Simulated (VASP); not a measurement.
TePt, 4 atoms in the cell. It takes space group P6_3/mmc (No. 194, hexagonal). The conventional cell has a = 4.223 Å, b = 4.223 Å, c = 5.541 Å, α = 90.00°, β = 90.00°, γ = 120.00°. Within 3.7 Å of Te (site symmetry -6m2) lie 6 Pt at 2.80 Å and 6 Te at 3.69 Å. Pt (site symmetry -3m) has 2 Pt at 2.77 Å and 6 Te at 2.80 Å within 3.7 Å. 

```yaml
Program: VASP 6.6.1
Task: vibrations by perturbation theory
Functional: PBEsol
Potentials_or_basis: VASP PAW PBE potentials, release 64 (Te, Pt)
Cutoff: 500 eV
k_mesh: 12 × 12 × 8
Occupations: gaussian, width 0.15 eV
Spin: no spin polarisation
Dipole_correction: no
Further_INCAR_settings: ALGO = Normal; EDIFF = 1e-08; IBRION = 8; NSW = 1
```

Potentials or basis: VASP PAW PBE potentials, release 64 (Te, Pt).

Launch:

```sh
$ cat potpaw_PBE.64/Te/POTCAR potpaw_PBE.64/Pt/POTCAR > POTCAR
$ mpirun -np 1 vasp_std > vasp.out
```

Hardware: 1 thread of Intel Xeon 8259CL, on a shared host.

Problem. How long does it take, and how much memory?

Solution. Run time: 57 min on 1 thread of Intel Xeon 8259CL, on a shared host, peak memory 1.2 GiB. Counts: scf iterations 69, k points 95.
